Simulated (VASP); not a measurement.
# SiRh3 (I4/mmm) in VASP: a series of runs

SiRh3 is run at these levels: PBE; tasks: single point.

Program: VASP 6.6.1. These are calculated values, not measurements. Logs are shortened: lines on timing, memory, paths and dates and some standing lists are left out, and cuts for length are marked.

**1. The cell of the first run**

The structure is tetragonal, space group I4/mmm (No. 139). The conventional cell has a = 3.712 Å, b = 3.712 Å, c = 7.339 Å, α = 90.00°, β = 90.00°, γ = 90.00°. Within 3.4 Å of Rh (site symmetry 4/mmm) lie 8 Rh at 2.61 Å and 4 Si at 2.63 Å. Rh (site symmetry -4m2) has 8 Rh at 2.61 to 2.63 Å and 4 Si at 2.61 Å within 3.4 Å. Si (site symmetry 4/mmm) has 12 Rh at 2.61 to 2.63 Å within 3.4 Å.

**2. Single point, PBE**

The input, INCAR:

```
PREC = Accurate
ENCUT = 520
EDIFF = 1E-6
ISMEAR = -1
SIGMA = 0.05
LREAL = False
LASPH = True
NELM = 60
ALGO = Normal
ISIF = 2
LWAVE = False
LCHARG = False
GGA = PE
NBANDS = 32
```

The input, KPOINTS:

```
regular mesh
0
Gamma
  8 8 8
```

The input, POSCAR:

```
SiRh3
1.0
   -1.8562252800      1.8562252800      3.6693440000
    1.8562252800     -1.8562252800      3.6693440000
    1.8562252800      1.8562252800     -3.6693440000
Rh Si
3 1
Direct
    0.5000000000      0.5000000000      0.0000000000
    0.2500000000      0.7500000000      0.5000000000
    0.7500000000      0.2500000000      0.5000000000
    0.0000000000      0.0000000000      0.0000000000
```

Potentials or basis: VASP PAW PBE potentials, release 64 (Rh_pv, Si).

Run with:

```sh
> cat potpaw_PBE.64/Rh_pv/POTCAR potpaw_PBE.64/Si/POTCAR > POTCAR
> mpirun -np 1 vasp_std > vasp.out
```

OUTCAR:

```text
PREC = Accurate
   ENCUT = 520
   EDIFF = 1E-6
   ISMEAR = -1
   LREAL = False
   LASPH = True
   NELM = 60
   ISIF = 2
   GGA = PE

 ion  position               nearest neighbor table
   1  0.500  0.500  0.000-   2 2.61   3 2.61   2 2.61   3 2.61   2 2.61   3 2.61   2 2.61   3 2.61
                             4 2.63   4 2.63   4 2.63   4 2.63
   2  0.250  0.750  0.500-   4 2.61   1 2.61   4 2.61   1 2.61   1 2.61   4 2.61   1 2.61   4 2.61
                             3 2.63   3 2.63   3 2.63   3 2.63
   3  0.750  0.250  0.500-   1 2.61   4 2.61   1 2.61   4 2.61   1 2.61   4 2.61   1 2.61   4 2.61
                             2 2.63   2 2.63   2 2.63   2 2.63
   4  0.000  0.000  0.000-   3 2.61   2 2.61   3 2.61   2 2.61   2 2.61   3 2.61   2 2.61   3 2.61
                             1 2.63   1 2.63   1 2.63   1 2.63

  LATTYP: Found a body centered tetragonal cell.
 ALAT       =     3.7124505600
 C/A-ratio  =     1.9767773015

  Lattice vectors:

 A1 = (  -1.8562252800,   1.8562252800,   3.6693440000)
 A2 = (   1.8562252800,  -1.8562252800,   3.6693440000)
 A3 = (   1.8562252800,   1.8562252800,  -3.6693440000)

Analysis of symmetry for initial positions (statically):
=====================================================================
 Subroutine PRICEL returns:
 Original cell was already a primitive cell.

 Routine SETGRP: Setting up the symmetry group for a
 body centered tetragonal supercell.

 Subroutine GETGRP returns: Found 16 space group operations
 (whereof 16 operations were pure point group operations)
 out of a pool of 16 trial point group operations.

The static configuration has the point symmetry D_4h.

Analysis of symmetry for dynamics (positions and initial velocities):
=====================================================================
 Subroutine PRICEL returns:
 Original cell was already a primitive cell.

 Routine SETGRP: Setting up the symmetry group for a
 body centered tetragonal supercell.

 Subroutine GETGRP returns: Found 16 space group operations
 (whereof 16 operations were pure point group operations)
 out of a pool of 16 trial point group operations.

The dynamic configuration has the point symmetry D_4h.

 Subroutine INISYM returns: Found 16 space group operations
 (whereof 16 operations are pure point group operations),
 and found     1 'primitive' translations

----------------------------------------------------------------------------------------

                                     Primitive cell

  volume of cell :      50.5720

  direct lattice vectors                    reciprocal lattice vectors
    -1.856225280  1.856225280  3.669344000     0.000000000  0.269363857  0.136264139
     1.856225280 -1.856225280  3.669344000     0.269363857  0.000000000  0.136264139
     1.856225280  1.856225280 -3.669344000     0.269363857  0.269363857  0.000000000

  length of vectors
     4.511677069  4.511677069  4.511677069     0.301868850  0.301868850  0.380938019

  position of ions in fractional coordinates (direct lattice)
     0.500000000  0.500000000  0.000000000
     0.250000000  0.750000000  0.500000000
     0.750000000  0.250000000  0.500000000
     0.000000000  0.000000000  0.000000000

  ion indices of the primitive-cell ions
   primitive index   ion index
                 1           1
                 2           2
                 3           3
                 4           4

----------------------------------------------------------------------------------------

 KPOINTS: regular mesh

Automatic generation of k-mesh.
 Grid dimensions read from file:
 generate k-points for:    8    8    8

 Generating k-lattice:

  Cartesian coordinates                     Fractional coordinates (reciprocal lattice)
     0.000000000  0.033670482  0.017033017     0.125000000  0.000000000  0.000000000
     0.033670482  0.000000000  0.017033017     0.000000000  0.125000000  0.000000000
     0.033670482  0.033670482  0.000000000     0.000000000  0.000000000  0.125000000

  Length of vectors
     0.037733606  0.037733606  0.047617252

  Shift w.r.t. Gamma in fractional coordinates (k-lattice)
     0.000000000  0.000000000  0.000000000

 Subroutine IBZKPT returns following result:
 ===========================================

 Found     59 irreducible k-points:

 Following reciprocal coordinates:
            Coordinates               Weight
  0.000000  0.000000  0.000000      1.000000
  0.125000 -0.000000  0.000000      8.000000
  0.250000 -0.000000  0.000000      8.000000
  0.375000  0.000000 -0.000000      8.000000
  0.500000 -0.000000  0.000000      4.000000
  0.125000  0.125000  0.000000      8.000000
[... 16 lines left out ...]
  0.250000  0.125000  0.125000     16.000000
  0.375000  0.125000  0.125000      8.000000
 [... further k-points ...]
   k-points           NKPTS =     59   k-points in BZ     NKDIM =     59   number of bands    NBANDS=     32
   number of dos      NEDOS =    301   number of ions     NIONS =      4
   total plane-waves  NPLWV =  46656
   dimension x,y,z NGX =    36 NGY =   36 NGZ =   36
   dimension x,y,z NGXF=    72 NGYF=   72 NGZF=   72
   ions per type =               3   1
   NGX,Y,Z   is equivalent  to a cutoff of  13.27, 13.27, 13.27 a.u.
   NGXF,Y,Z  is equivalent  to a cutoff of  26.53, 26.53, 26.53 a.u.
 SYSTEM =  unknown system
   PREC   = accura    normal or accurate (medium, high low for compatibility)
   ISTART =      0    job   : 0-new  1-cont  2-samecut
   ICHARG =      2    charge: 1-file 2-atom 10-const
   ISPIN  =      1    spin polarized calculation?
   LNONCOLLINEAR =      F non collinear calculations
   LSORBIT =      F    spin-orbit coupling
   LASPH  =      T    aspherical Exc in radial PAW
   ENCUT  =  520.0 eV  38.22 Ry    6.18 a.u.   8.39  8.39  8.39*2*pi/ulx,y,z
   NELM   =     60;   NELMIN=  2; NELMDL= -5     # of ELM steps
   EDIFF  = 0.1E-05   stopping-criterion for ELM
   LREAL  =      F    real-space projection
   EDIFFG = 0.1E-04   stopping-criterion for IOM
   NSW    =      0    number of steps for IOM
   IBRION =     -1    ionic relax: 0-MD 1-quasi-New 2-CG
   NFREE  =      0    steps in history (QN), initial steepest desc. (CG)
   ISIF   =      2    stress and relaxation
   ISYM   =      2    0-nonsym 1-usesym 2-fastsym
   POTIM  = 0.5000    time-step for ionic-motion
   TEBEG  =    0.0;   TEEND  =   0.0 temperature during run
   PSTRESS=    0.0 pullay stress
   NELECT =      49.0000    total number of electrons
   NUPDOWN=      -1.0000    fix difference up-down
   EMIN   =  10.00;   EMAX   =-10.00  energy-range for DOS
   EFERMI =   0.00;   METHOD = LEGACY
   ISMEAR =    -1;   SIGMA  =   0.05  broadening in eV -4-tet -1-fermi 0-gaus
   EFERMI_NEDOS =   21; number of points for ismear=-14 and -15
   IALGO  =     38    algorithm
   IMIX   =      4    mixing-type and parameters
     AMIX     =   0.40;   BMIX     =  1.00
     AMIX_MAG =   1.60;   BMIX_MAG =  1.00
  volume/ion in A,a.u.               =      12.64        85.32
  Fermi-wavevector in a.u.,A,eV,Ry     =   1.619957  3.061276 35.705252  2.624262
  Thomas-Fermi vector in A             =   2.713974
   LORBIT       =      0    0 simple, 1 ext, 2 COOP (PROOUT), +10 PAW based schemes
   GGA     = PE    functional components
   LHFCALC =     F    Hartree Fock is set to
   AEXX    =    0.0000 exact exchange contribution
   IVDW    =     0    specifies the selected vdW correction
   LEPSILON=     F    determine dielectric tensor
   LRPA    =     F    only Hartree local field effects (RPA)
 non-spin polarized calculation
  energy-cutoff  :      520.00
  volume of cell :       50.57
 maximum number of plane-waves:      1377
 NGX is ok and might be reduce to    36
   NGX = 17   NGY = 17   NGZ = 17

 number of electron      49.0000003 magnetization

 Free energy of the ion-electron system (eV)
  ---------------------------------------------------
  ext. energy  EPLUGINS =         0.00000000
  ---------------------------------------------------
  free energy    TOTEN  =       -28.38443751 eV

  energy without entropy =      -28.34670593  energy(sigma->0) =      -28.36557172

 E-fermi :  13.1503     XC(G=0): -13.8514

 val. band max:       13.1481451954   @ k =   0.2500   0.2500   0.1250
 cond. band min:      13.1547529249   @ k =   0.5000   0.5000   0.1250
 fundamental gap:      0.0066077295
 Fermi energy:        13.1503453608

 k-point     1 :       0.0000    0.0000    0.0000
  band No.  band energies     occupation
      1     -34.0541      2.00000
      2     -33.8543      2.00000
      3     -33.8543      2.00000
      4     -33.7788      2.00000
      5     -33.7788      2.00000
      6     -33.6091      2.00000
[... 24 lines left out ...]
     31      20.4875      0.00000
     32      21.0198      0.00000

 k-point     2 :       0.1250   -0.0000    0.0000
  band No.  band energies     occupation
      1     -34.0494      2.00000
      2     -33.8567      2.00000
      3     -33.8562      2.00000
      4     -33.7771      2.00000
      5     -33.7621      2.00000
      6     -33.5854      2.00000
[... 24 lines left out ...]
     31      20.8664      0.00000
     32      20.9042      0.00000

 k-point     3 :       0.2500   -0.0000    0.0000
  band No.  band energies     occupation
      1     -34.0291      2.00000
      2     -33.8824      2.00000
      3     -33.8591      2.00000
      4     -33.7349      2.00000
      5     -33.7202      2.00000
      6     -33.5458      2.00000
[... 24 lines left out ...]
     31      21.3301      0.00000
     32      21.4715      0.00000

 k-point     4 :       0.3750    0.0000   -0.0000
  band No.  band energies     occupation
      1     -34.0021      2.00000
      2     -33.8909      2.00000
      3     -33.8592      2.00000
      4     -33.6804      2.00000
      5     -33.6666      2.00000
      6     -33.5889      2.00000
[... 24 lines left out ...]
     31      20.9293      0.00000
     32      22.5146      0.00000

 k-point     5 :       0.5000   -0.0000    0.0000
  band No.  band energies     occupation
      1     -33.9949      2.00000
      2     -33.8736      2.00000
      3     -33.8588      2.00000
      4     -33.6582      2.00000
      5     -33.6428      2.00000
      6     -33.6332      2.00000
[... 584 lines left out ...]
     31      22.4404      0.00000
     32      22.4915      0.00000

 k-point    22 :       0.1250    0.1250    0.1250
  band No.  band energies     occupation
      1     -34.0698      2.00000
      2     -33.9002      2.00000
      3     -33.8830      2.00000
      4     -33.7052      2.00000
      5     -33.6246      2.00000
      6     -33.6129      2.00000
[... 24 lines left out ...]
     31      20.0962      0.00000
     32      22.0854      0.00000

 k-point    23 :       0.2500    0.1250    0.1250
  band No.  band energies     occupation
      1     -34.0664      2.00000
      2     -33.9160      2.00000
      3     -33.9068      2.00000
      4     -33.7411      2.00000
      5     -33.6243      2.00000
      6     -33.5494      2.00000
[... 24 lines left out ...]
     31      20.7997      0.00000
     32      22.5177      0.00000

 k-point    24 :       0.3750    0.1250    0.1250
  band No.  band energies     occupation
      1     -34.0591      2.00000
      2     -33.9181      2.00000
      3     -33.9154      2.00000
      4     -33.7851      2.00000
      5     -33.5769      2.00000
      6     -33.5580      2.00000
[... 24 lines left out ...]
     31      22.0062      0.00000
     32      22.2997      0.00000

 [... further k-points ...]
[... 5 lines left out ...]
  --------------------------------------------------------------------------------------
  -------------------------------------------------------------------------------------
  Total        7.4065475      7.4065475      5.1079829      0.0000000      0.0000000      0.0000000
  in kB      234.6478670    234.6478670    161.8267195      0.0000000      0.0000000      0.0000000
  external PRESSURE =     210.3741512 kB  Pullay stress =       0.0000000 kB

 VOLUME and BASIS-vectors are now :
 -----------------------------------------------------------------------------
  energy-cutoff  :      520.00
  volume of cell :       50.57
      direct lattice vectors                 reciprocal lattice vectors
    -1.856225280  1.856225280  3.669344000     0.000000000  0.269363857  0.136264139
     1.856225280 -1.856225280  3.669344000     0.269363857  0.000000000  0.136264139
     1.856225280  1.856225280 -3.669344000     0.269363857  0.269363857  0.000000000

 POSITION                                       TOTAL-FORCE (eV/Angst)
 -----------------------------------------------------------------------------------
      0.00000      0.00000      3.66934        -0.000000     -0.000000     -0.000000
      1.85623      0.00000      1.83467         0.000000     -0.000000      0.000000
      0.00000      1.85623      1.83467        -0.000000      0.000000     -0.000000
      0.00000      0.00000      0.00000        -0.000000     -0.000000     -0.000000
 -----------------------------------------------------------------------------------
    total drift:                               -0.000000      0.000000     -0.000000

  FREE ENERGIE OF THE ION-ELECTRON SYSTEM (eV)
  ---------------------------------------------------
  free  energy   TOTEN  =       -28.3844375103 eV

  energy  without entropy=      -28.3467059310  energy(sigma->0) =      -28.36557172
```

Run time: 2.5 min. Hardware: 1 thread of Intel Xeon Platinum 8259CL at 2.50GHz (Skylake/Cascade Lake), shared host; peak memory 0.23 GiB.

What came out:

| Quantity | Value |
| --- | --- |
| Free energy | -28.3844 eV |
| Pressure | 21.0 GPa |

Levels at points of the mesh, in eV from the Fermi level:
```
           k point  band 21  band 22  band 23  band 24  band 25  band 26  band 27  band 28
(0.00, 0.00, 0.00)    -1.28    -0.87    -0.87    -0.22    -0.01     1.19     3.50     3.80
(0.50, 0.00, 0.00)    -1.92    -1.91    -1.68    -1.57     0.10     0.49     1.96     3.66
(0.50, 0.50, 0.00)    -1.93    -1.39    -1.26    -1.19    -0.83    -0.13     0.31     2.11
(0.50, 0.50, 0.50)    -1.43    -0.25    -0.25    -0.23     0.09     0.09     0.46     1.19
```

**3. Single point, PBE**

This run uses another cell than the first one, of 13.18 Å³/atom, 1.042 times its volume.

The input, INCAR:

```
PREC = Accurate ; ENCUT = 520
EDIFF = 1E-7 ; ISMEAR = -1
SIGMA = 0.05 ; LREAL = F
LASPH = T ; NELM = 80
ALGO = Normal ; ISIF = 2
LWAVE = F ; LCHARG = F
GGA = PE ; NBANDS = 32
```

KPOINTS is that of step 2.

The input, POSCAR:

```
SiRh3
1.0
   -1.8948966400      1.8948966400      3.6693440000
    1.8948966400     -1.8948966400      3.6693440000
    1.8948966400      1.8948966400     -3.6693440000
Rh Si
3 1
Direct
    0.5000000000      0.5000000000      0.0000000000
    0.2500000000      0.7500000000      0.5000000000
    0.7500000000      0.2500000000      0.5000000000
    0.0000000000      0.0000000000      0.0000000000
```

Potentials or basis: VASP PAW PBE potentials, release 64 (Rh_pv, Si).

Run with:

```sh
> cat potpaw_PBE.64/Rh_pv/POTCAR potpaw_PBE.64/Si/POTCAR > POTCAR
> mpirun -np 1 vasp_std > vasp.out
```

Run time: 2.8 min. Hardware: 1 thread of Intel Xeon Platinum 8259CL at 2.50GHz (Skylake/Cascade Lake), shared host; peak memory 0.24 GiB.

It converged, with:

```
Free energy : -28.5988 eV
Pressure    : 8.2 GPa
```

Stress tensor (GPa, compression positive):
```
9.18 0.00 0.00
0.00 9.18 0.00
0.00 0.00 6.22
```

Levels at points of the mesh, in eV from the Fermi level:
| k point | band 21 | band 22 | band 23 | band 24 | band 25 | band 26 | band 27 | band 28 |
| --- | --- | --- | --- | --- | --- | --- | --- | --- |
| (0.00, 0.00, 0.00) | -1.10 | -0.84 | -0.84 | -0.30 | 0.26 | 0.98 | 3.10 | 3.74 |
| (0.50, 0.00, 0.00) | -1.86 | -1.73 | -1.52 | -1.45 | 0.10 | 0.45 | 1.97 | 3.54 |
| (0.50, 0.50, 0.00) | -1.84 | -1.25 | -1.22 | -1.18 | -0.81 | -0.12 | 0.23 | 1.90 |
| (0.50, 0.50, 0.50) | -1.28 | -0.32 | -0.30 | -0.30 | 0.11 | 0.11 | 0.39 | 0.97 |
